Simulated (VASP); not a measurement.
# SiC3 (P4/mmm) in VASP: relaxation of cell and atoms with PBE

Aim: the relaxation of cell and atoms of SiC3 with PBE.

Program: VASP 6.6.1. These are calculated values, not measurements. Logs are shortened: lines on timing, memory, paths and dates and some standing lists are left out, and cuts for length are marked.

**1. The cell of the first run**

The structure is tetragonal, space group P4/mmm (No. 123). Conventional cell: a = 3.576 Å, b = 3.576 Å, c = 3.404 Å, α = 90.00°, β = 90.00°, γ = 90.00°. Si (site symmetry 4/mmm) has 2 C at 1.70 Å within 2.3 Å. Within 1.8 Å of C (site symmetry 4mm) lie 1 C at 1.35 Å. C (site symmetry 4/mmm) has 2 Si at 1.70 Å within 2.3 Å.

**2. Relaxation of cell and atoms, PBE**

The input, INCAR:

```
SYSTEM = SiC3
ALGO = Normal
EDIFF = 1E-6
EDIFFG = -0.01
ENCUT = 600
GGA = PE
IBRION = 2
ISIF = 3
ISMEAR = 0
LASPH = .TRUE.
LCHARG = .FALSE.
LREAL = .FALSE.
LWAVE = .FALSE.
NELM = 60
NSW = 100
PREC = Accurate
SIGMA = 0.1
```

The input, KPOINTS:

```
k-points
0
G
  14 14 14
  0 0 0
```

The input, POSCAR:

```
SiC3
1.0
    3.5756617821      0.0000000000      0.0000000000
    0.0000000000      3.5756617821      0.0000000000
    0.0000000000      0.0000000000      3.4043554892
Si C
1 3
Direct
    0.0000000000      0.0000000000      0.0000000000
    0.5000000000      0.5000000000      0.1987646050
    0.0000000000      0.0000000000      0.5000000000
    0.5000000000      0.5000000000      0.8012353950
```

Potentials or basis: VASP PAW PBE potentials, release 64 (Si, C).

The run is started by

```
$ cat potpaw_PBE.64/Si/POTCAR potpaw_PBE.64/C/POTCAR > POTCAR
$ mpirun -np 1 vasp_std > vasp.out
```

OUTCAR:

```text
SYSTEM = SiC3
   EDIFF = 1E-6
   EDIFFG = -0.01
   ENCUT = 600
   GGA = PE
   IBRION = 2
   ISIF = 3
   ISMEAR = 0
   LASPH = .TRUE.
   LREAL = .FALSE.
   NELM = 60
   NSW = 100
   PREC = Accurate

 ion  position               nearest neighbor table
   1  0.000  0.000  0.000-   3 1.70   3 1.70
   2  0.500  0.500  0.199-   4 1.35   4 2.05
   3  0.000  0.000  0.500-   1 1.70   1 1.70
   4  0.500  0.500  0.801-   2 1.35   2 2.05

  LATTYP: Found a simple tetragonal cell.
 ALAT       =     3.5756617821
 C/A-ratio  =     0.9520910244

  Lattice vectors:

 A1 = (   3.5756617821,   0.0000000000,   0.0000000000)
 A2 = (   0.0000000000,   3.5756617821,   0.0000000000)
 A3 = (   0.0000000000,   0.0000000000,   3.4043554892)

Analysis of symmetry for initial positions (statically):
=====================================================================
 Subroutine PRICEL returns:
 Original cell was already a primitive cell.

 Routine SETGRP: Setting up the symmetry group for a
 simple tetragonal supercell.

 Subroutine GETGRP returns: Found 16 space group operations
 (whereof 16 operations were pure point group operations)
 out of a pool of 16 trial point group operations.

The static configuration has the point symmetry D_4h.

Analysis of symmetry for dynamics (positions and initial velocities):
=====================================================================
 Subroutine PRICEL returns:
 Original cell was already a primitive cell.

 Routine SETGRP: Setting up the symmetry group for a
 simple tetragonal supercell.

 Subroutine GETGRP returns: Found 16 space group operations
 (whereof 16 operations were pure point group operations)
 out of a pool of 16 trial point group operations.

The dynamic configuration has the point symmetry D_4h.

 Subroutine INISYM returns: Found 16 space group operations
 (whereof 16 operations are pure point group operations),
 and found     1 'primitive' translations

----------------------------------------------------------------------------------------

                                     Primitive cell

  volume of cell :      43.5259

  direct lattice vectors                    reciprocal lattice vectors
     3.575661782  0.000000000  0.000000000     0.279668509  0.000000000  0.000000000
     0.000000000  3.575661782  0.000000000     0.000000000  0.279668509  0.000000000
     0.000000000  0.000000000  3.404355489     0.000000000  0.000000000  0.293741357

  length of vectors
     3.575661782  3.575661782  3.404355489     0.279668509  0.279668509  0.293741357

  position of ions in fractional coordinates (direct lattice)
     0.000000000  0.000000000  0.000000000
     0.500000000  0.500000000  0.198764605
     0.000000000  0.000000000  0.500000000
     0.500000000  0.500000000  0.801235395

  ion indices of the primitive-cell ions
   primitive index   ion index
                 1           1
                 2           2
                 3           3
                 4           4

----------------------------------------------------------------------------------------

 KPOINTS: k-points

Automatic generation of k-mesh.
 Grid dimensions read from file:
 generate k-points for:   14   14   14

 Generating k-lattice:

  Cartesian coordinates                     Fractional coordinates (reciprocal lattice)
     0.019976322  0.000000000  0.000000000     0.071428571  0.000000000  0.000000000
     0.000000000  0.019976322  0.000000000     0.000000000  0.071428571  0.000000000
     0.000000000  0.000000000  0.020981525     0.000000000  0.000000000  0.071428571

  Length of vectors
     0.019976322  0.019976322  0.020981525

  Shift w.r.t. Gamma in fractional coordinates (k-lattice)
     0.000000000  0.000000000  0.000000000

 Subroutine IBZKPT returns following result:
 ===========================================

 Found    288 irreducible k-points:

 Following reciprocal coordinates:
            Coordinates               Weight
  0.000000  0.000000  0.000000      1.000000
  0.071429  0.000000  0.000000      4.000000
  0.142857  0.000000  0.000000      4.000000
  0.214286  0.000000  0.000000      4.000000
  0.285714  0.000000  0.000000      4.000000
  0.357143  0.000000  0.000000      4.000000
[... 16 lines left out ...]
  0.285714  0.214286  0.000000      8.000000
  0.357143  0.214286  0.000000      8.000000
 [... further k-points ...]
   k-points           NKPTS =    288   k-points in BZ     NKDIM =    288   number of bands    NBANDS=     12
   number of dos      NEDOS =    301   number of ions     NIONS =      4
   total plane-waves  NPLWV =  25200
   dimension x,y,z NGX =    30 NGY =   30 NGZ =   28
   dimension x,y,z NGXF=    60 NGYF=   60 NGZF=   56
   ions per type =               1   3
   NGX,Y,Z   is equivalent  to a cutoff of  13.95, 13.95, 13.67 a.u.
   NGXF,Y,Z  is equivalent  to a cutoff of  27.90, 27.90, 27.35 a.u.
 SYSTEM =  SiC3
   PREC   = accura    normal or accurate (medium, high low for compatibility)
   ISTART =      0    job   : 0-new  1-cont  2-samecut
   ICHARG =      2    charge: 1-file 2-atom 10-const
   ISPIN  =      1    spin polarized calculation?
   LNONCOLLINEAR =      F non collinear calculations
   LSORBIT =      F    spin-orbit coupling
   LASPH  =      T    aspherical Exc in radial PAW
   ENCUT  =  600.0 eV  44.10 Ry    6.64 a.u.   7.14  7.14  6.80*2*pi/ulx,y,z
   NELM   =     60;   NELMIN=  2; NELMDL= -5     # of ELM steps
   EDIFF  = 0.1E-05   stopping-criterion for ELM
   LREAL  =      F    real-space projection
   EDIFFG = -.1E-01   stopping-criterion for IOM
   NSW    =    100    number of steps for IOM
   IBRION =      2    ionic relax: 0-MD 1-quasi-New 2-CG
   NFREE  =      1    steps in history (QN), initial steepest desc. (CG)
   ISIF   =      3    stress and relaxation
   ISYM   =      2    0-nonsym 1-usesym 2-fastsym
   POTIM  = 0.5000    time-step for ionic-motion
   TEBEG  =    0.0;   TEEND  =   0.0 temperature during run
   PSTRESS=    0.0 pullay stress
   NELECT =      16.0000    total number of electrons
   NUPDOWN=      -1.0000    fix difference up-down
   EMIN   =  10.00;   EMAX   =-10.00  energy-range for DOS
   EFERMI =   0.00;   METHOD = LEGACY
   ISMEAR =     0;   SIGMA  =   0.10  broadening in eV -4-tet -1-fermi 0-gaus
   EFERMI_NEDOS =   21; number of points for ismear=-14 and -15
   IALGO  =     38    algorithm
   IMIX   =      4    mixing-type and parameters
     AMIX     =   0.40;   BMIX     =  1.00
     AMIX_MAG =   1.60;   BMIX_MAG =  1.00
  volume/ion in A,a.u.               =      10.88        73.43
  Fermi-wavevector in a.u.,A,eV,Ry     =   1.172732  2.216143 18.712108  1.375301
  Thomas-Fermi vector in A             =   2.309156
   LORBIT       =      0    0 simple, 1 ext, 2 COOP (PROOUT), +10 PAW based schemes
   GGA     = PE    functional components
   LHFCALC =     F    Hartree Fock is set to
   AEXX    =    0.0000 exact exchange contribution
   IVDW    =     0    specifies the selected vdW correction
   LEPSILON=     F    determine dielectric tensor
   LRPA    =     F    only Hartree local field effects (RPA)
 conjugate gradient relaxation of ions
 non-spin polarized calculation
 Gauss-broadening in eV      SIGMA  =   0.10
  energy-cutoff  :      600.00
  volume of cell :       43.53
 maximum number of plane-waves:      1472
 NGX is ok and might be reduce to    30
   NGX = 15   NGY = 15   NGZ = 13

--------------------------------------- Ionic step        1  -------------------------------------------

 number of electron      15.9999999 magnetization

 Free energy of the ion-electron system (eV)
  ---------------------------------------------------
  ext. energy  EPLUGINS =         0.00000000
  ---------------------------------------------------
  free energy    TOTEN  =       -23.22345251 eV

  energy without entropy =      -23.21247751  energy(sigma->0) =      -23.21796501

------------------------ aborting loop because EDIFF is reached ----------------------------------------

  FORCE on cell =-STRESS in cart. coord.  units (eV):
  Direction    XX          YY          ZZ          XY          YZ          ZX
  --------------------------------------------------------------------------------------
  -------------------------------------------------------------------------------------
  Total        0.2209877      0.2209877     -2.3953833      0.0000000      0.0000000      0.0000000
  in kB        8.1345021      8.1345021    -88.1734480      0.0000000      0.0000000      0.0000000
  external PRESSURE =     -23.9681479 kB  Pullay stress =       0.0000000 kB
[... 95 lines left out ...]
  FREE ENERGIE OF THE ION-ELECTRON SYSTEM (eV)
  ---------------------------------------------------
  free  energy   TOTEN  =       -23.2377584648 eV

  energy  without entropy=      -23.2298296021  energy(sigma->0) =      -23.23379403

 E-fermi :   4.1754     XC(G=0): -10.1769

 val. band max:        4.1748531173   @ k =   0.0714   0.0714   0.2857
 cond. band min:       4.1904702175   @ k =   0.3571   0.1429   0.1429
 fundamental gap:      0.0156171002
 Fermi energy:         4.1753728115

 k-point     1 :       0.0000    0.0000    0.0000
  band No.  band energies     occupation
      1     -11.2936      2.00000
      2      -7.5353      2.00000
      3      -1.6507      2.00000
      4      -0.7296      2.00000
      5      -0.6044      2.00000
      6      -0.6044      2.00000
      7       3.5305      2.00000
      8       4.2267      0.46755
      9       4.2267      0.46755
     10       5.9252      0.00000
     11       8.6709      0.00000
     12       9.6065      0.00000
[... 331 lines left out ...]
 k-point    24 :       0.3571    0.2143    0.0000
  band No.  band energies     occupation
      1     -10.6750      2.00000
      2      -8.2314      2.00000
      3      -1.9557      2.00000
      4      -1.3684      2.00000
      5      -0.4764      2.00000
      6      -0.1799      2.00000
      7       2.6435      2.00000
      8       3.2493      2.00000
      9       4.1327      1.45343
     10       7.1281      0.00000
     11       9.2415      0.00000
     12       9.6232      0.00000

 [... further k-points ...]

 E-fermi :   3.4087     XC(G=0):  -9.8303

 val. band max:        3.4075695909   @ k =   0.0000   0.0000   0.2143
 cond. band min:       3.4109069016   @ k =   0.5000   0.3571   0.1429
 fundamental gap:      0.0033373107
 Fermi energy:         3.4086587791

 k-point     1 :       0.0000    0.0000    0.0000
  band No.  band energies     occupation
      1     -11.6625      2.00000
      2      -8.3110      2.00000
      3      -2.8534      2.00000
      4      -1.1444      2.00000
      5      -1.1444      2.00000
      6      -0.9979      2.00000
      7       3.1371      1.99988
      8       3.1371      1.99988
      9       3.2699      1.95026
     10       5.7735      0.00000
     11       8.1833      0.00000
     12       9.2038      0.00000
[... 331 lines left out ...]
 k-point    24 :       0.3571    0.2143    0.0000
  band No.  band energies     occupation
      1     -11.2127      2.00000
      2      -8.8158      2.00000
      3      -2.9647      2.00000
      4      -1.8170      2.00000
      5      -0.8537      2.00000
      6      -0.7881      2.00000
      7       1.7152      2.00000
      8       3.0699      2.00000
      9       3.1261      1.99994
     10       6.8920      0.00000
     11       8.9535      0.00000
     12       9.2014      0.00000

 [... further k-points ...]

[... ionic steps 4 to 35 ...]

--------------------------------------- Ionic step       36  -------------------------------------------

 number of electron      15.9999997 magnetization

------------------------ aborting loop because EDIFF is reached ----------------------------------------
[... 71 lines left out ...]
--------------------------------------- Ionic step       38  -------------------------------------------

 number of electron      15.9999997 magnetization

 Free energy of the ion-electron system (eV)
  ---------------------------------------------------
  ext. energy  EPLUGINS =         0.00000000
  ---------------------------------------------------
  free energy    TOTEN  =       -24.06936311 eV

  energy without entropy =      -24.06936311  energy(sigma->0) =      -24.06936311

 E-fermi :   1.5320     XC(G=0):  -8.3815

 val. band max:        1.1481020617   @ k =   0.5000   0.0000   0.5000
 cond. band min:       2.1915176350   @ k =   0.5000   0.0000   0.0000
 fundamental gap:      1.0434155733
 Fermi energy:         1.5319934424

 k-point     1 :       0.0000    0.0000    0.0000
  band No.  band energies     occupation
      1     -13.6969      2.00000
      2     -10.8750      2.00000
      3      -5.9091      2.00000
      4      -3.0836      2.00000
      5      -3.0836      2.00000
      6      -2.5447      2.00000
      7      -0.4096      2.00000
      8      -0.4096      2.00000
      9       2.2053      0.00000
     10       4.1785      0.00000
     11       6.4426      0.00000
     12       7.9716      0.00000
[... 331 lines left out ...]
 k-point    24 :       0.3571    0.2143    0.0000
  band No.  band energies     occupation
      1     -13.6259      2.00000
      2     -10.9367      2.00000
      3      -5.9210      2.00000
      4      -3.3491      2.00000
      5      -2.9244      2.00000
      6      -2.5306      2.00000
      7      -1.1085      2.00000
      8      -0.4680      2.00000
      9       2.2022      0.00000
     10       5.2457      0.00000
     11       7.8943      0.00000
     12       7.9430      0.00000

 [... further k-points ...]

------------------------ aborting loop because EDIFF is reached ----------------------------------------

  FORCE on cell =-STRESS in cart. coord.  units (eV):
  Direction    XX          YY          ZZ          XY          YZ          ZX
  --------------------------------------------------------------------------------------
  -------------------------------------------------------------------------------------
  Total        0.0013424      0.0013424     -0.0170078      0.0000000      0.0000000     -0.0000000
  in kB        0.0322446      0.0322446     -0.4085291      0.0000000      0.0000000     -0.0000000
  external PRESSURE =      -0.1146800 kB  Pullay stress =       0.0000000 kB
[... 19 lines left out ...]
  FREE ENERGIE OF THE ION-ELECTRON SYSTEM (eV)
  ---------------------------------------------------
  free  energy   TOTEN  =       -24.0693631078 eV

  energy  without entropy=      -24.0693631077  energy(sigma->0) =      -24.06936311

 reached required accuracy - stopping structural energy minimisation
```

Run time: 51 min. Hardware: 1 thread of Oxide Virtual Turin-like, shared host; peak memory 0.27 GiB.

Results:

| Property | Result |
| --- | --- |
| Free energy | -24.0694 eV |
| Relaxed volume | 16.68 Å³/atom |
| Relaxed cell | a = 4.672 Å, b = 4.672 Å, c = 3.055 Å, α = 90.00°, β = 90.00°, γ = 90.00° |
| Space group after relaxing (to 0.1 Å) | P4/mmm (No. 123) |
| Energy gained by relaxing | 211.5 meV/atom |
| Ionic steps | 38 |
| Pressure after relaxing | 0.0 GPa |
| Largest force after relaxing | 0.007 eV/Å |
| Band gap on the k mesh | 1.04 eV (least direct gap 1.30 eV) |

Forces in eV/Å, atoms in the order of the input:
```
Si   0.000  0.000  0.000
C    0.000  0.000 -0.007
C    0.000  0.000  0.000
C    0.000  0.000  0.007
```

The path:
```
step  energy change (eV)  largest force (eV/Å)  pressure (GPa)  volume (Å³)
   1              0.0000                0.1103           -2.40        43.53
   2              0.0332                2.2613            9.14        42.49
   3             -0.0143                0.6939            1.34        43.14
   4             -0.0328                0.1346            3.31        43.00
   5             -0.0330                0.1935            3.07        43.01
   6             -0.0333                0.7229           -1.11        43.77
   7             -0.0374                0.2868            0.91        43.39
   8             -0.0450                0.1614            0.51        43.99
   9             -0.0544                0.2707           -0.31        45.68
  10             -0.0606                0.0986           -0.16        46.21
  11             -0.0655                0.1755           -0.35        46.97
  12             -0.0854                0.7051           -1.76        48.47
  13             -0.1886                1.4413           -2.76        51.46
  14             -0.6713                1.8618           -0.07        57.40
  15              1.2396                2.0399           30.99        68.70
  16             -0.7208                1.5231            2.92        58.58
  17             -0.7203                1.5503            3.84        59.01
  18             -0.7215                1.5451            4.00        59.18
  19             -0.7231                1.5318            4.54        59.69
  20             -0.7258                1.5101            4.49        59.75
  21             -0.7337                1.4465            4.37        59.92
  22             -0.7487                1.3146            4.13        60.27
  23             -0.7752                1.0333            3.71        60.96
  24             -0.8139                0.3927            3.01        62.37
  25             -0.8280                1.2511            2.22        65.25
  26             -0.8333                0.6161            2.41        64.23
  27             -0.8406                0.2091            0.75        64.77
  28             -0.8412                0.0573            0.12        64.98
  29             -0.8418                0.0261            0.13        65.06
  30             -0.8432                0.0679            0.16        65.30
  31             -0.8441                0.2481            0.23        65.77
  32             -0.8447                0.1526            0.40        65.91
  33             -0.8450                0.0011            0.69        66.15
  34             -0.8456                0.0173            0.40        66.41
  35             -0.8458                0.0466           -0.11        66.88
  36             -0.8459                0.0373            0.05        66.73
  37             -0.8459                0.0369            0.06        66.71
  38             -0.8459                0.0071           -0.01        66.70
```

Final structure:
```
Si C
1.0
     4.67227    0.00000    0.00000
     0.00000    4.67227    0.00000
     0.00000    0.00000    3.05549
Si C
1 3
Direct
  0.00000 0.00000 0.00000
  0.50000 0.50000 0.21474
  0.00000 0.00000 0.50000
  0.50000 0.50000 0.78526
```

Caveat: the volume moved by over 15 % at a fixed basis, so the end points are rough.
